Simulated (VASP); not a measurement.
# SrO (P6_3/mmc) in VASP: settings compared

Aim: see how the results for SrO move with the level of theory and the settings. Levels: PBE, r2SCAN. Tasks: single point.

All numbers are computed with VASP 6.6.1; they aren't measurements. Logs are shortened: lines on timing, memory, paths and dates and some standing lists are left out, and cuts for length are marked.

### Step 1. The cell of the first run

It takes space group P6_3/mmc (No. 194, hexagonal). The conventional cell has a = 4.332 Å, b = 4.332 Å, c = 5.235 Å, α = 90.00°, β = 90.00°, γ = 120.00°. Sr (site symmetry -6m2) has 5 O at 2.50 to 2.62 Å within 3.3 Å. Within 3.3 Å of O (site symmetry -6m2) lie 5 Sr at 2.50 to 2.62 Å.

### Step 2. Single point, PBE (21.27 Å³/atom)

The input, INCAR:

```
PREC = Accurate
ENCUT = 520
EDIFF = 1E-7
ISMEAR = 0
SIGMA = 0.01
LREAL = False
LASPH = True
NELM = 100
ALGO = Normal
ISIF = 2
LWAVE = False
LCHARG = True
GGA = PE
LELF = True
LVHAR = True
NBANDS = 24
```

The input, KPOINTS:

```
regular mesh
0
Gamma
  6 6 4
```

The input, POSCAR:

```
SrO
1.0
    4.3320440626      0.0000000000      0.0000000000
   -2.1660220313      3.7516602085      0.0000000000
    0.0000000000      0.0000000000      5.2345212531
Sr O
2 2
Direct
    0.3333333333      0.6666666667      0.9375089398
    0.6666666667      0.3333333333      0.4375089398
    0.3333333333      0.6666666667      0.4374910602
    0.6666666667      0.3333333333      0.9374910602
```

Potentials or basis: VASP PAW PBE potentials, release 64 (Sr_sv, O).

Launch:

```console
$ cat potpaw_PBE.64/Sr_sv/POTCAR potpaw_PBE.64/O/POTCAR > POTCAR
$ mpirun -np 1 vasp_std > vasp.out
```

OUTCAR:

```text
PREC = Accurate
   ENCUT = 520
   EDIFF = 1E-7
   ISMEAR = 0
   LREAL = False
   LASPH = True
   NELM = 100
   ISIF = 2
   GGA = PE

 ion  position               nearest neighbor table
   1  0.333  0.667  0.938-   4 2.50   4 2.50   4 2.50   3 2.62   3 2.62   2 3.62   2 3.62   2 3.62
                             2 3.62   2 3.62   2 3.62
   2  0.667  0.333  0.438-   3 2.50   3 2.50   3 2.50   4 2.62   4 2.62   1 3.62   1 3.62   1 3.62
                             1 3.62   1 3.62   1 3.62
   3  0.333  0.667  0.437-   2 2.50   2 2.50   2 2.50   1 2.62   1 2.62
   4  0.667  0.333  0.937-   1 2.50   1 2.50   1 2.50   2 2.62   2 2.62

  LATTYP: Found a hexagonal cell.
 ALAT       =     4.3320440626
 C/A-ratio  =     1.2083259490

  Lattice vectors:

 A1 = (   4.3320440626,   0.0000000000,   0.0000000000)
 A2 = (  -2.1660220313,   3.7516602085,   0.0000000000)
 A3 = (   0.0000000000,   0.0000000000,   5.2345212531)

Analysis of symmetry for initial positions (statically):
=====================================================================
 Subroutine PRICEL returns:
 Original cell was already a primitive cell.

 Routine SETGRP: Setting up the symmetry group for a
 hexagonal supercell.

 Subroutine GETGRP returns: Found 12 space group operations
 (whereof  6 operations were pure point group operations)
 out of a pool of 24 trial point group operations.

The static configuration has the point symmetry C_3v.
 The point group associated with its full space group is C_6v.

Analysis of symmetry for dynamics (positions and initial velocities):
=====================================================================
 Subroutine PRICEL returns:
 Original cell was already a primitive cell.

 Routine SETGRP: Setting up the symmetry group for a
 hexagonal supercell.

 Subroutine GETGRP returns: Found 12 space group operations
 (whereof  6 operations were pure point group operations)
 out of a pool of 24 trial point group operations.

The dynamic configuration has the point symmetry C_3v.
 The point group associated with its full space group is C_6v.

 Subroutine INISYM returns: Found 12 space group operations
 (whereof  6 operations are pure point group operations),
 and found     1 'primitive' translations

----------------------------------------------------------------------------------------

                                     Primitive cell
[... 89 lines left out ...]
   ENCUT  =  520.0 eV  38.22 Ry    6.18 a.u.   8.05  8.05  9.73*2*pi/ulx,y,z
   NELM   =    100;   NELMIN=  2; NELMDL= -5     # of ELM steps
   EDIFF  = 0.1E-06   stopping-criterion for ELM
   LREAL  =      F    real-space projection
   EDIFFG = 0.1E-05   stopping-criterion for IOM
   NSW    =      0    number of steps for IOM
   IBRION =     -1    ionic relax: 0-MD 1-quasi-New 2-CG
   NFREE  =      0    steps in history (QN), initial steepest desc. (CG)
   ISIF   =      2    stress and relaxation
   ISYM   =      2    0-nonsym 1-usesym 2-fastsym
   POTIM  = 0.5000    time-step for ionic-motion
   TEBEG  =    0.0;   TEEND  =   0.0 temperature during run
   PSTRESS=    0.0 pullay stress
   NELECT =      32.0000    total number of electrons
   NUPDOWN=      -1.0000    fix difference up-down
   EMIN   =  10.00;   EMAX   =-10.00  energy-range for DOS
   EFERMI =   0.00;   METHOD = LEGACY
   ISMEAR =     0;   SIGMA  =   0.01  broadening in eV -4-tet -1-fermi 0-gaus
   EFERMI_NEDOS =   21; number of points for ismear=-14 and -15
   IALGO  =     38    algorithm
   IMIX   =      4    mixing-type and parameters
     AMIX     =   0.40;   BMIX     =  1.00
     AMIX_MAG =   1.60;   BMIX_MAG =  1.00
  volume/ion in A,a.u.               =      21.27       143.53
  Fermi-wavevector in a.u.,A,eV,Ry     =   1.181754  2.233191 19.001112  1.396542
  Thomas-Fermi vector in A             =   2.318021
   LORBIT       =      0    0 simple, 1 ext, 2 COOP (PROOUT), +10 PAW based schemes
   GGA     = PE    functional components
   LHFCALC =     F    Hartree Fock is set to
   AEXX    =    0.0000 exact exchange contribution
   IVDW    =     0    specifies the selected vdW correction
   LEPSILON=     F    determine dielectric tensor
   LRPA    =     F    only Hartree local field effects (RPA)
 non-spin polarized calculation
 Gauss-broadening in eV      SIGMA  =   0.01
  energy-cutoff  :      520.00
  volume of cell :       85.07
 maximum number of plane-waves:      2306
   NGX = 17   NGY = 17   NGZ = 19

 number of electron      31.9999997 magnetization

 Free energy of the ion-electron system (eV)
  ---------------------------------------------------
  ext. energy  EPLUGINS =         0.00000000
  ---------------------------------------------------
  free energy    TOTEN  =       -23.89801958 eV

  energy without entropy =      -23.89801958  energy(sigma->0) =      -23.89801958

 E-fermi :   0.7431     XC(G=0):  -8.7636

 val. band max:        0.6026227858   @ k =   0.0000   0.0000   0.0000
 cond. band min:       3.1059325180   @ k =   0.0000   0.0000   0.0000
 fundamental gap:      2.5033097322
 Fermi energy:         0.7431294967

 k-point     1 :       0.0000    0.0000    0.0000
  band No.  band energies     occupation
      1     -31.9749      2.00000
      2     -31.8380      2.00000
      3     -14.4325      2.00000
      4     -14.3751      2.00000
      5     -14.3559      2.00000
      6     -14.0908      2.00000
[... 556 lines left out ...]
     23       9.5392      0.00000
     24       9.5392      0.00000

------------------------ aborting loop because EDIFF is reached ----------------------------------------

  FORCE on cell =-STRESS in cart. coord.  units (eV):
  Direction    XX          YY          ZZ          XY          YZ          ZX
  --------------------------------------------------------------------------------------
  -------------------------------------------------------------------------------------
  Total       -0.7651132     -0.7651132     -0.8469207      0.0000000     -0.0000000      0.0000000
  in kB      -14.4093013    -14.4093013    -15.9499742      0.0000000     -0.0000000      0.0000000
  external PRESSURE =     -14.9228589 kB  Pullay stress =       0.0000000 kB

 VOLUME and BASIS-vectors are now :
 -----------------------------------------------------------------------------
  energy-cutoff  :      520.00
  volume of cell :       85.07
      direct lattice vectors                 reciprocal lattice vectors
     4.332044063  0.000000000  0.000000000     0.230837911  0.133274330  0.000000000
    -2.166022031  3.751660209  0.000000000     0.000000000  0.266548660  0.000000000
     0.000000000  0.000000000  5.234521253     0.000000000  0.000000000  0.191039438

 POSITION                                       TOTAL-FORCE (eV/Angst)
 -----------------------------------------------------------------------------------
     -0.00000      2.50111      4.90741        -0.000000      0.000000     -0.000146
      2.16602      1.25055      2.29015        -0.000000      0.000000     -0.000146
     -0.00000      2.50111      2.29006         0.000000      0.000000      0.000146
      2.16602      1.25055      4.90732         0.000000     -0.000000      0.000146
 -----------------------------------------------------------------------------------
    total drift:                               -0.000000      0.000000     -0.000000

  FREE ENERGIE OF THE ION-ELECTRON SYSTEM (eV)
  ---------------------------------------------------
  free  energy   TOTEN  =       -23.8980195848 eV

  energy  without entropy=      -23.8980195848  energy(sigma->0) =      -23.89801958
```

Run time: 68 s. Hardware: 1 thread of Intel Xeon 8259CL, shared host; peak memory 0.21 GiB.

What came out:

```
Free energy            : -23.8980 eV
Pressure               : -1.5 GPa
Band gap on the k mesh : 2.50 eV
```

### Step 3. Single point, PBE (21.89 Å³/atom)

This run uses another cell than the first one, of 21.89 Å³/atom.

The input, INCAR:

```
ALGO = Normal ; EDIFF = 1E-7
ENCUT = 520 ; GGA = PE
ISIF = 2 ; ISMEAR = 0
LASPH = True ; LCHARG = False
LREAL = False ; LWAVE = False
NBANDS = 24 ; NELM = 100
PREC = Accurate ; SIGMA = 0.01
```

The input, KPOINTS:

```
k-points
0
Gamma
  6 6 4
```

The input, POSCAR:

```
SrO
1.0
    4.3737008879      0.0000000000      0.0000000000
   -2.1868504439      3.7877360774      0.0000000000
    0.0000000000      0.0000000000      5.2848562760
Sr O
2 2
Direct
    0.3333333333      0.6666666667      0.9375089398
    0.6666666667      0.3333333333      0.4375089398
    0.3333333333      0.6666666667      0.4374910602
    0.6666666667      0.3333333333      0.9374910602
```

Potentials or basis: VASP PAW PBE potentials, release 64 (Sr_sv, O).

Launch:

```console
$ cat potpaw_PBE.64/Sr_sv/POTCAR potpaw_PBE.64/O/POTCAR > POTCAR
$ mpirun -np 1 vasp_std > vasp.out
```

Wall time 60 s (1 thread of Intel Xeon 8259CL, shared host); peak memory 0.23 GiB.

It converged, with:

- Free energy: -23.8630 eV
- Pressure: -3.2 GPa
- Band gap on the k mesh: 2.41 eV

Stress tensor (GPa, compression positive):
```
-3.08  0.00  0.00
 0.00 -3.08  0.00
 0.00  0.00 -3.37
```

Levels at points of the mesh, in eV from the valence-band top:
```tsv
k point	band 12	band 13	band 14	band 15	band 16	band 17	band 18	band 19	band 20	band 21
(0.00, 0.00, 0.00)	-0.93	-0.83	-0.83	-0.44	0.00	2.41	5.95	5.95	6.72	7.68
(0.50, 0.00, 0.00)	-0.80	-0.41	-0.41	-0.34	-0.25	4.17	4.72	4.96	6.62	7.66
(0.00, 0.00, 0.50)	-1.16	-0.98	-0.98	-0.98	-0.98	4.09	4.09	7.50	7.50	7.50
(0.50, 0.00, 0.50)	-1.53	-0.81	-0.81	-0.43	-0.43	4.77	4.77	7.09	7.09	7.74
```

Caveat: the cell stands under tension.

### Step 4. Single point, r2SCAN (19.09 Å³/atom)

This run uses another cell than the first one, of 19.09 Å³/atom.

The input, POSCAR:

```
SrO
1.0
    4.1828515544      0.0000000000      0.0000000000
   -2.0914257772      3.6224557064      0.0000000000
    0.0000000000      0.0000000000      5.0394531295
Sr O
2 2
Direct
    0.3333333333      0.6666666667      0.9375000000
    0.6666666667      0.3333333333      0.4375000000
    0.3333333333      0.6666666667      0.4375000000
    0.6666666667      0.3333333333      0.9375000000
```

The input, INCAR.step1:

```
SYSTEM = SrO
PREC = Accurate ; ENCUT = 520
ISMEAR = 0 ; SIGMA = 0.01
LREAL = .False. ; LASPH = .True.
NELM = 80 ; NBANDS = 24
GGA = PE ; ALGO = Normal
EDIFF = 1E-4 ; LWAVE = .True.
LCHARG = .False.
```

The input, INCAR.step2:

```
SYSTEM = SrO
PREC = Accurate ; ENCUT = 520
EDIFF = 1E-6 ; ISMEAR = 0
SIGMA = 0.01 ; LREAL = .False.
LASPH = .True. ; NELM = 80
ALGO = Normal ; ISIF = 2
LWAVE = .False. ; LCHARG = .False.
METAGGA = R2SCAN ; LMIXTAU = .True.
NBANDS = 24 ; ISTART = 1
```

The input, KPOINTS:

```
Automatic mesh
0
Gamma
  6 6 4
  0 0 0
```

Launch:

```console
$ cat potpaw_PBE.64/Sr_sv/POTCAR potpaw_PBE.64/O/POTCAR > POTCAR
$ cp INCAR.step1 INCAR
$ mpirun -np 1 vasp_std > vasp.out
$ cp INCAR.step2 INCAR
$ mpirun -np 1 vasp_std > vasp.out
```

It took 2.4 min on 1 thread of Intel Xeon 8259CL, shared host; peak memory 0.22 GiB.

The run converged. Its results:

| Quantity | Value |
| --- | --- |
| Free energy | -53.6673 eV |
| Pressure | 6.0 GPa |
| Band gap on the k mesh | 3.21 eV |

Stress tensor (GPa, compression positive):
```
5.76 0.00 0.00
0.00 5.76 0.00
0.00 0.00 6.40
```

Levels at points of the mesh, in eV from the valence-band top:
```csv
k point,band 13,band 14,band 15,band 16,band 17,band 18,band 19,band 20
"(0.00, 0.00, 0.00)",-0.94,-0.94,-0.21,0.00,3.21,6.87,6.87,8.05
"(0.50, 0.00, 0.00)",-0.32,-0.31,-0.29,-0.28,4.74,5.34,5.69,8.27
"(0.00, 0.00, 0.50)",-1.19,-1.19,-1.19,-1.19,4.93,4.93,8.80,8.80
"(0.50, 0.00, 0.50)",-0.98,-0.98,-0.43,-0.43,5.43,5.43,8.26,8.26
```

Caveat: the cell stands under pressure; the PAW data sets were made with another functional, which shifts forces and pressure a little.

[end of part 1 of 2]
